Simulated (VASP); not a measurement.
A run of VASP 6.6.1 is set up as follows.

Contents of INCAR:

```
SYSTEM = Si
PREC = Accurate
ENCUT = 520
EDIFF = 1E-6
ISMEAR = 0
SIGMA = 0.1
LREAL = .False.
LASPH = .True.
NELM = 80
ALGO = Normal
ISIF = 2
LWAVE = .False.
LCHARG = .False.
GGA = PE
NBANDS = 23
```

Contents of KPOINTS:

```
Automatic mesh
0
Gamma
  6 6 2
  0 0 0
```

The input POSCAR:

```
Si
1.0
    3.4769199800      0.0000000000      0.0000000000
   -1.7384599900      3.0111010300      0.0000000000
    0.0000000000      0.0000000000     13.3861419200
Si
7
Direct
    0.3333333300      0.6666666700      0.5714285700
    0.6666666700      0.3333333300      0.7142857100
    0.3333333300      0.6666666700      0.8571428600
    0.0000000000      0.0000000000      0.0000000000
    0.6666666700      0.3333333300      0.1428571400
    0.3333333300      0.6666666700      0.2857142900
    0.6666666700      0.3333333300      0.4285714300
```

Potentials or basis: VASP PAW PBE potentials, release 64 (Si).

Run with:

```console
$ cat potpaw_PBE.64/Si/POTCAR > POTCAR
$ mpirun -np 1 vasp_std > vasp.out
```

Task: Estimate the band gap on the k mesh.

Result: Zero (bands 14 and 15 overlap by 4.48 eV).

Task: What does it give for the largest force?

Result: 0.136 eV/Å.

Task: Predict the pressure.

Result: -13.3 GPa.

Forces on the atoms (eV/Å):
```
Si   0.000  0.000  0.079
Si   0.000  0.000 -0.015
Si   0.000  0.000 -0.136
Si   0.000  0.000  0.000
Si   0.000  0.000  0.136
Si   0.000  0.000  0.015
Si   0.000  0.000 -0.079
```

Caveat: the cell stands under tension.
